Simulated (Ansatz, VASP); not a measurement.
**HgTe in VASP and in Ansatz**

Contents of POSCAR:

```
HgTe
1.0
    0.0000000000      3.2891972877      3.2891972877
    3.2891972877      0.0000000000      3.2891972877
    3.2891972877      3.2891972877      0.0000000000
Hg Te
1 1
Direct
    0.0000000000      0.0000000000      0.0000000000
    0.2500000000      0.2500000000      0.2500000000
```

File INCAR.step1:

```
  PREC = Accurate
  ENCUT = 550
  ISMEAR = -1
  SIGMA = 0.02
  LREAL = F
  LASPH = T
  NELM = 120
  NBANDS = 16
  GGA = PE
  ALGO = Normal
  EDIFF = 1E-5
  LWAVE = T
  LCHARG = F
  GGA_COMPAT = F
```

INCAR.step2

```
  PREC = Accurate
  ENCUT = 550
  EDIFF = 1E-6
  ISMEAR = -1
  SIGMA = 0.02
  LREAL = F
  LASPH = T
  NELM = 120
  ALGO = Normal
  ISIF = 2
  LWAVE = F
  LCHARG = F
  METAGGA = R2SCAN
  LMIXTAU = T
  NBANDS = 16
  ISTART = 1
  GGA_COMPAT = F
```

Contents of KPOINTS:

```
regular mesh
0
Gamma
  6 6 6
```

Input for Ansatz:

```yaml
crystal:
  lattice:
    - [0.0, 3.2891972877, 3.2891972877]
    - [3.2891972877, 0.0, 3.2891972877]
    - [3.2891972877, 3.2891972877, 0.0]
  atoms:
    - { symbol: Hg, position: [0.0, 0.0, 0.0] }
    - { symbol: Te, position: [0.25, 0.25, 0.25] }
kpoints:
  mp_grid: { grid: [6, 6, 6] }
hamiltonian:
  xc: r2scan
scf:
  occupations: { method: fermi_dirac, width: 0.02 }
  n_extra_bands: 4
output:
  forces: true
  stress: true
  eigenvalues: true
```

Alike in both runs: task single point; functional r2SCAN; k mesh 6 × 6 × 6; occupations fermi-dirac, width 0.02 eV; no spin polarisation.

|  | VASP | Ansatz |
| --- | --- | --- |
| version | VASP 6.6.1 | Ansatz 0.2.0 |
| potentials or method | VASP PAW PBE potentials, release 64 (Hg, Te) | plane waves, PAW |
| plane-wave cutoff (eV) | 550 | 500 |
| valence electrons in the cell | 18 | 36 |

```tsv
	VASP	Ansatz	Ansatz less VASP
pressure (GPa)	0.0	0.0	-0.06
```

VASP's potentials were made for PBE, not for r2SCAN. VASP's potentials hold 18 valence electrons a cell and Ansatz's 36, so a difference there can come from the potentials and not from the codes.

Spin-orbit coupling is off throughout.
